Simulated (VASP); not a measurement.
Here is a VASP 6.6.1 calculation.

Contents of INCAR:

```
SYSTEM = BP
ALGO = Normal
EDIFF = 1E-7
ENCUT = 520
ISIF = 2
ISMEAR = -1
LASPH = .TRUE.
LCHARG = .FALSE.
LREAL = .FALSE.
LWAVE = .FALSE.
NBANDS = 11
NELM = 100
PREC = Accurate
SIGMA = 0.05
```

File KPOINTS:

```
k-points
0
G
  15 15 15
  0 0 0
```

Contents of POSCAR:

```
BP
1.0
    0.0000000000      2.2690000000      2.2690000000
    2.2690000000      0.0000000000      2.2690000000
    2.2690000000      2.2690000000      0.0000000000
B P
1 1
Direct
    0.0000000000      0.0000000000      0.0000000000
    0.7500000000      0.7500000000      0.7500000000
```

Potentials or basis: VASP PAW LDA potentials, release 64 (B, P).

The run is started by

```sh
$ cat potpaw_LDA.64/B/POTCAR potpaw_LDA.64/P/POTCAR > POTCAR
$ mpirun -np 1 vasp_std > vasp.out
```

Estimate the pressure.

-5.3 GPa.

What does it give for the band gap on the k mesh?

1.19 eV, indirect (least direct gap 3.38 eV).

A k mesh can miss the band edges. LDA gaps usually lie below the measured ones, often by a third to a half.
